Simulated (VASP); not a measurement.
# Bi (R-3m) in VASP: single point with PBE

Aim: the single point of Bi with PBE.

Everything below comes from runs of VASP 6.6.1. Logs are shortened: lines on timing, memory, paths and dates and some standing lists are left out, and cuts for length are marked.

### 1 The cell of the first run

Symmetry: R-3m, No. 166, trigonal system. The conventional cell has a = 3.516 Å, b = 3.516 Å, c = 26.641 Å, α = 90.00°, β = 90.00°, γ = 120.00°. Bi (site symmetry -3m) has 12 Bi at 3.52 to 3.62 Å within 4.6 Å. Within 4.6 Å of Bi (site symmetry 3m) lie 12 Bi at 3.52 to 3.62 Å.

### 2 Single point, PBE

Contents of INCAR:

```
PREC = Accurate
ENCUT = 520
EDIFF = 1E-6
ISMEAR = 0
SIGMA = 0.1
LREAL = False
LASPH = True
NELM = 60
ALGO = Fast
ISIF = 2
LWAVE = False
LCHARG = True
GGA = PE
LELF = True
LVHAR = True
NBANDS = 30
```

Contents of KPOINTS:

```
Automatic mesh
0
Gamma
  15 15 15
```

Contents of POSCAR:

```
Bi
1.0
    1.7581713723      1.0150807151      8.8803358423
   -1.7581713723      1.0150807151      8.8803358423
    0.0000000000     -2.0301614302      8.8803358423
Bi
3
Direct
    0.0000000000      0.0000000000      0.0000000000
    0.2209230978      0.2209230978      0.2209230978
    0.7790769022      0.7790769022      0.7790769022
```

Potentials or basis: VASP PAW PBE potentials, release 64 (Bi_d).

Command:

```
> cat potpaw_PBE.64/Bi_d/POTCAR > POTCAR
> mpirun -np 1 vasp_std > vasp.out
```

OUTCAR:

```text
PREC = Accurate
   ENCUT = 520
   EDIFF = 1E-6
   ISMEAR = 0
   LREAL = False
   LASPH = True
   NELM = 60
   ISIF = 2
   GGA = PE

 ion  position               nearest neighbor table
   1  0.000  0.000  0.000-   3 3.62   3 3.62   2 3.62   2 3.62   3 3.62   2 3.62
   2  0.221  0.221  0.221-   3 3.53   3 3.53   3 3.53   1 3.62   1 3.62   1 3.62
   3  0.779  0.779  0.779-   2 3.53   2 3.53   2 3.53   1 3.62   1 3.62   1 3.62

  LATTYP: Found a trigonal (rhomboedric) cell.
 ALAT       =     9.1094412619
 COS(alpha) =     0.9254978296

  Lattice vectors:

 A1 = (   1.7581713723,   1.0150807151,   8.8803358423)
 A2 = (  -1.7581713723,   1.0150807151,   8.8803358423)
 A3 = (   0.0000000000,  -2.0301614302,   8.8803358423)

Analysis of symmetry for initial positions (statically):
=====================================================================
 Subroutine PRICEL returns:
 Original cell was already a primitive cell.

 Routine SETGRP: Setting up the symmetry group for a
 trigonal (rhombohedral) supercell.

 Subroutine GETGRP returns: Found 12 space group operations
 (whereof 12 operations were pure point group operations)
 out of a pool of 12 trial point group operations.

The static configuration has the point symmetry D_3d.

Analysis of symmetry for dynamics (positions and initial velocities):
=====================================================================
 Subroutine PRICEL returns:
 Original cell was already a primitive cell.

 Routine SETGRP: Setting up the symmetry group for a
 trigonal (rhombohedral) supercell.

 Subroutine GETGRP returns: Found 12 space group operations
 (whereof 12 operations were pure point group operations)
 out of a pool of 12 trial point group operations.

The dynamic configuration has the point symmetry D_3d.

 Subroutine INISYM returns: Found 12 space group operations
 (whereof 12 operations are pure point group operations),
 and found     1 'primitive' translations

----------------------------------------------------------------------------------------

                                     Primitive cell

  volume of cell :      95.0917

  direct lattice vectors                    reciprocal lattice vectors
     1.758171372  1.015080715  8.880335842     0.284386385  0.164190556  0.037536118
    -1.758171372  1.015080715  8.880335842    -0.284386385  0.164190556  0.037536118
     0.000000000 -2.030161430  8.880335842     0.000000000 -0.328381111  0.037536118

  length of vectors
     9.109441262  9.109441262  9.109441262     0.330519462  0.330519462  0.330519462

  position of ions in fractional coordinates (direct lattice)
     0.000000000  0.000000000  0.000000000
     0.220923098  0.220923098  0.220923098
     0.779076902  0.779076902  0.779076902

  ion indices of the primitive-cell ions
   primitive index   ion index
                 1           1
                 2           2
                 3           3

----------------------------------------------------------------------------------------

 KPOINTS: Automatic mesh

Automatic generation of k-mesh.
 Grid dimensions read from file:
 generate k-points for:   15   15   15

 Generating k-lattice:

  Cartesian coordinates                     Fractional coordinates (reciprocal lattice)
     0.018959092  0.010946037  0.002502408     0.066666667  0.000000000 -0.000000000
    -0.018959092  0.010946037  0.002502408     0.000000000  0.066666667 -0.000000000
     0.000000000 -0.021892074  0.002502408    -0.000000000 -0.000000000  0.066666667

  Length of vectors
     0.022034631  0.022034631  0.022034631

  Shift w.r.t. Gamma in fractional coordinates (k-lattice)
     0.000000000  0.000000000  0.000000000

 Subroutine IBZKPT returns following result:
 ===========================================

 Found    344 irreducible k-points:

 Following reciprocal coordinates:
            Coordinates               Weight
  0.000000  0.000000  0.000000      1.000000
  0.066667  0.000000 -0.000000      6.000000
  0.133333  0.000000 -0.000000      6.000000
  0.200000  0.000000 -0.000000      6.000000
  0.266667  0.000000 -0.000000      6.000000
  0.333333  0.000000 -0.000000      6.000000
[... 16 lines left out ...]
  0.133333  0.133333 -0.000000      6.000000
  0.200000  0.133333  0.000000     12.000000
 [... further k-points ...]
   k-points           NKPTS =    344   k-points in BZ     NKDIM =    344   number of bands    NBANDS=     30
   number of dos      NEDOS =    301   number of ions     NIONS =      3
   total plane-waves  NPLWV = 343000
   dimension x,y,z NGX =    70 NGY =   70 NGZ =   70
   dimension x,y,z NGXF=   140 NGYF=  140 NGZF=  140
   ions per type =               3
   NGX,Y,Z   is equivalent  to a cutoff of  12.77, 12.77, 12.77 a.u.
   NGXF,Y,Z  is equivalent  to a cutoff of  25.55, 25.55, 25.55 a.u.
 SYSTEM =  unknown system
   PREC   = accura    normal or accurate (medium, high low for compatibility)
   ISTART =      0    job   : 0-new  1-cont  2-samecut
   ICHARG =      2    charge: 1-file 2-atom 10-const
   ISPIN  =      1    spin polarized calculation?
   LNONCOLLINEAR =      F non collinear calculations
   LSORBIT =      F    spin-orbit coupling
   LASPH  =      T    aspherical Exc in radial PAW
   ENCUT  =  520.0 eV  38.22 Ry    6.18 a.u.  16.94 16.94 16.94*2*pi/ulx,y,z
   NELM   =     60;   NELMIN=  2; NELMDL= -5     # of ELM steps
   EDIFF  = 0.1E-05   stopping-criterion for ELM
   LREAL  =      F    real-space projection
   EDIFFG = 0.1E-04   stopping-criterion for IOM
   NSW    =      0    number of steps for IOM
   IBRION =     -1    ionic relax: 0-MD 1-quasi-New 2-CG
   NFREE  =      0    steps in history (QN), initial steepest desc. (CG)
   ISIF   =      2    stress and relaxation
   ISYM   =      2    0-nonsym 1-usesym 2-fastsym
   POTIM  = 0.5000    time-step for ionic-motion
   TEBEG  =    0.0;   TEEND  =   0.0 temperature during run
   PSTRESS=    0.0 pullay stress
   NELECT =      45.0000    total number of electrons
   NUPDOWN=      -1.0000    fix difference up-down
   EMIN   =  10.00;   EMAX   =-10.00  energy-range for DOS
   EFERMI =   0.00;   METHOD = LEGACY
   ISMEAR =     0;   SIGMA  =   0.10  broadening in eV -4-tet -1-fermi 0-gaus
   EFERMI_NEDOS =   21; number of points for ismear=-14 and -15
   IALGO  =     68    algorithm
   IMIX   =      4    mixing-type and parameters
     AMIX     =   0.40;   BMIX     =  1.00
     AMIX_MAG =   1.60;   BMIX_MAG =  1.00
  volume/ion in A,a.u.               =      31.70       213.90
  Fermi-wavevector in a.u.,A,eV,Ry     =   1.275748  2.410814 22.143927  1.627533
  Thomas-Fermi vector in A             =   2.408443
   LORBIT       =      0    0 simple, 1 ext, 2 COOP (PROOUT), +10 PAW based schemes
   GGA     = PE    functional components
   LHFCALC =     F    Hartree Fock is set to
   AEXX    =    0.0000 exact exchange contribution
   IVDW    =     0    specifies the selected vdW correction
   LEPSILON=     F    determine dielectric tensor
   LRPA    =     F    only Hartree local field effects (RPA)
 non-spin polarized calculation
 RMM-DIIS sequential band-by-band and
 Gauss-broadening in eV      SIGMA  =   0.10
  energy-cutoff  :      520.00
  volume of cell :       95.09
 maximum number of plane-waves:      2607
 NGX is ok and might be reduce to    70
   NGX = 33   NGY = 33   NGZ = 33

 number of electron      45.0000004 magnetization

 Free energy of the ion-electron system (eV)
  ---------------------------------------------------
  ext. energy  EPLUGINS =         0.00000000
  ---------------------------------------------------
  free energy    TOTEN  =       -11.22189312 eV

  energy without entropy =      -11.21225270  energy(sigma->0) =      -11.21707291

 E-fermi :   7.7767     XC(G=0): -10.2060

 val. band max:        7.7764569201   @ k =   0.2000   0.2000  -0.0000
 cond. band min:       7.7849609677   @ k =   0.4000   0.2667  -0.0000
 fundamental gap:      0.0085040475
 Fermi energy:         7.7766529056

 k-point     1 :       0.0000    0.0000    0.0000
  band No.  band energies     occupation
      1     -15.3339      2.00000
      2     -15.3280      2.00000
      3     -15.3227      2.00000
      4     -15.3227      2.00000
      5     -15.3222      2.00000
      6     -15.3222      2.00000
[... 22 lines left out ...]
     29      15.5645      0.00000
     30      16.0831      0.00000

 k-point     2 :       0.0667    0.0000   -0.0000
  band No.  band energies     occupation
      1     -15.3333      2.00000
      2     -15.3289      2.00000
      3     -15.3230      2.00000
      4     -15.3180      2.00000
      5     -15.3171      2.00000
      6     -15.3167      2.00000
[... 22 lines left out ...]
     29      15.8248      0.00000
     30      16.1847      0.00000

 k-point     3 :       0.1333    0.0000   -0.0000
  band No.  band energies     occupation
      1     -15.3406      2.00000
      2     -15.3264      2.00000
      3     -15.3217      2.00000
      4     -15.3054      2.00000
      5     -15.3024      2.00000
      6     -15.3008      2.00000
[... 22 lines left out ...]
     29      15.1093      0.00000
     30      16.6146      0.00000

 k-point     4 :       0.2000    0.0000   -0.0000
  band No.  band energies     occupation
      1     -15.3512      2.00000
      2     -15.3333      2.00000
      3     -15.3117      2.00000
      4     -15.2994      2.00000
      5     -15.2928      2.00000
      6     -15.2894      2.00000
[... 22 lines left out ...]
     29      14.4383      0.00000
     30      16.1075      0.00000

 k-point     5 :       0.2667    0.0000   -0.0000
  band No.  band energies     occupation
      1     -15.3622      2.00000
      2     -15.3421      2.00000
      3     -15.3084      2.00000
      4     -15.3054      2.00000
      5     -15.2948      2.00000
      6     -15.2911      2.00000
[... 22 lines left out ...]
     29      13.9286      0.00000
     30      15.5167      0.00000
[... 526 lines left out ...]
     29      15.1984      0.00000
     30      16.4351      0.00000

 k-point    22 :      -0.0667    0.0667    0.0000
  band No.  band energies     occupation
      1     -15.3325      2.00000
      2     -15.3313      2.00000
      3     -15.3214      2.00000
      4     -15.3162      2.00000
      5     -15.3058      2.00000
      6     -15.3027      2.00000
[... 22 lines left out ...]
     29      15.7735      0.00000
     30      16.0957      0.00000

 k-point    23 :       0.1333    0.1333   -0.0000
  band No.  band energies     occupation
      1     -15.3403      2.00000
      2     -15.3259      2.00000
      3     -15.3213      2.00000
      4     -15.3067      2.00000
      5     -15.3028      2.00000
      6     -15.3017      2.00000
[... 22 lines left out ...]
     29      15.3126      0.00000
     30      16.5428      0.00000

 k-point    24 :       0.2000    0.1333    0.0000
  band No.  band energies     occupation
      1     -15.3410      2.00000
      2     -15.3278      2.00000
      3     -15.3184      2.00000
      4     -15.3082      2.00000
      5     -15.2969      2.00000
      6     -15.2890      2.00000
[... 22 lines left out ...]
     29      15.4029      0.00000
     30      16.2090      0.00000

 [... further k-points ...]

------------------------ aborting loop because EDIFF is reached ----------------------------------------

  FORCE on cell =-STRESS in cart. coord.  units (eV):
  Direction    XX          YY          ZZ          XY          YZ          ZX
  --------------------------------------------------------------------------------------
  -------------------------------------------------------------------------------------
  Total       -0.0646584     -0.0646584     -0.0444056      0.0000000      0.0000000      0.0000000
  in kB       -1.0894139     -1.0894139     -0.7481803      0.0000000      0.0000000      0.0000000
  external PRESSURE =      -0.9756694 kB  Pullay stress =       0.0000000 kB

 VOLUME and BASIS-vectors are now :
 -----------------------------------------------------------------------------
  energy-cutoff  :      520.00
  volume of cell :       95.09
      direct lattice vectors                 reciprocal lattice vectors
     1.758171372  1.015080715  8.880335842     0.284386385  0.164190556  0.037536118
    -1.758171372  1.015080715  8.880335842    -0.284386385  0.164190556  0.037536118
     0.000000000 -2.030161430  8.880335842     0.000000000 -0.328381111  0.037536118

 POSITION                                       TOTAL-FORCE (eV/Angst)
 -----------------------------------------------------------------------------------
      0.00000      0.00000      0.00000         0.000000     -0.000000      0.000000
      0.00000      0.00000      5.88561         0.000000      0.000000     -0.001291
      0.00000      0.00000     20.75539         0.000000     -0.000000      0.001291
 -----------------------------------------------------------------------------------
    total drift:                                0.000000     -0.000000      0.000000

  FREE ENERGIE OF THE ION-ELECTRON SYSTEM (eV)
  ---------------------------------------------------
  free  energy   TOTEN  =       -11.2218931245 eV

  energy  without entropy=      -11.2122526998  energy(sigma->0) =      -11.21707291
```

It took 55 min on 1 thread of AMD EPYC 9R45 (Zen 5), shared host; peak memory 1.2 GiB.

What came out:

```
Free energy            : -11.2219 eV
Pressure               : -0.1 GPa
Band gap on the k mesh : zero (an odd number of electrons rules out a gap without spin polarisation)
```

Caveat: spin-orbit coupling is left out, which moves the levels of the heavy elements.
